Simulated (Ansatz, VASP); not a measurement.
Given: the input of a run of VASP 6.6.1 on Pb.

INCAR

```
SYSTEM = Pb
ALGO = Fast ; EDIFF = 1E-7
ENCUT = 520 ; GGA = PE
ISIF = 2 ; ISMEAR = -1
LASPH = .True. ; LCHARG = .False.
LREAL = .False. ; LWAVE = .False.
NBANDS = 13 ; NELM = 60
PREC = Accurate ; SIGMA = 0.05
```

File KPOINTS:

```
k-points
0
Gamma
  8 8 8
  0 0 0
```

File POSCAR:

```
Pb
1.0
    0.0193336300      2.4628699300      2.5509238144
    2.5028571400     -0.0067465600      2.5780472120
    2.4813249000      2.4674178800      0.0153771072
Pb
1
Direct
    0.0000000000      0.0000000000      0.0000000000
```

Potentials or basis: VASP PAW PBE potentials, release 64 (Pb_d).

The run is started by

```sh
$ cat potpaw_PBE.64/Pb_d/POTCAR > POTCAR
$ mpirun -np 1 vasp_std > vasp.out
```

Task: Translate it to Ansatz 0.2.0. Potentials there: Ansatz PAW.

Result: As run (the cutoff follows the program's own potentials):

Contents of input.yaml:

```yaml
crystal:
  lattice:
    - [0.01933363, 2.46286993, 2.5509238144]
    - [2.50285714, -0.00674656, 2.578047212]
    - [2.4813249, 2.46741788, 0.0153771072]
  atoms:
    - { symbol: Pb, position: [0.0, 0.0, 0.0] }
hamiltonian:
  xc: pbe
  pseudopotentials: { kind: paw }
kpoints:
  mp_grid: { grid: [8, 8, 8] }
scf:
  occupations: { method: fermi_dirac, width: 0.05 }
output:
  forces: true
  stress: true
  eigenvalues: true
```

Potentials or basis: Ansatz PAW.

Command:

```bash
$ ansatz run input.yaml --threads 2 --pin off --max-ram 5632MiB --backend cpu --events-out ev --progress --plain --runs-dir out
```

Both were run:

|  | VASP | Ansatz | Ansatz less VASP |
| --- | --- | --- | --- |
| gap on the k mesh at the Fermi level (eV) | none | none | - |
| pressure (GPa) | 0.8 | 0.9 | +0.07 |
| traceless stress, the component that is largest in VASP (GPa) | -0.33 | -0.32 | +0.010 |

A gap of «none» marks a metal or a gap that the smearing closes.

Neither program's run includes spin-orbit coupling.
